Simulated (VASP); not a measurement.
A run of VASP 6.6.1:

File INCAR:

```
SYSTEM = AsSe4
ALGO     = Normal         ! electronic algorithm
EDIFF    = 1E-6           ! SCF threshold, eV
ENCUT    = 520            ! plane-wave cutoff, eV
GGA      = PE             ! functional
ISIF     = 2              ! what is computed and relaxed
ISMEAR   = 0              ! smearing method
LASPH    = .True.         ! aspherical terms in the spheres
LCHARG   = .False.        ! write CHGCAR
LREAL    = .False.        ! projectors in reciprocal space
LWAVE    = .False.        ! write WAVECAR
NBANDS   = 22             ! bands
NELM     = 100            ! most SCF steps
PREC     = Accurate       ! precision mode
SIGMA    = 0.1            ! smearing width, eV
```

The input KPOINTS:

```
k-points
0
Gamma
  4 4 4
  0 0 0
```

The input POSCAR:

```
AsSe4
1.0
   -3.5043456500      3.5043456500      3.5043456500
    3.5043456500     -3.5043456500      3.5043456500
    3.5043456500      3.5043456500     -3.5043456500
As Se
1 4
Direct
    0.0000000000      0.0000000000      0.0000000000
    0.3495999900      0.3495999900      0.3495999900
    0.6504000100      0.0000000000      0.0000000000
    0.0000000000      0.0000000000      0.6504000100
    0.0000000000      0.6504000100      0.0000000000
```

Potentials or basis: VASP PAW PBE potentials, release 64 (As, Se).

The run is started by

```sh
$ cat potpaw_PBE.64/As/POTCAR potpaw_PBE.64/Se/POTCAR > POTCAR
$ mpirun -np 1 vasp_std > vasp.out
```

Hardware: 1 thread of Intel(R) Xeon(R) 6975P-C (Granite Rapids), on a shared host.

Problem. Estimate the wall time of this run.

Solution. Run time: 28 s on 1 thread of Intel(R) Xeon(R) 6975P-C (Granite Rapids), with other jobs on the host, peak memory 0.32 GiB. Counts: scf iterations 13, k points 8.
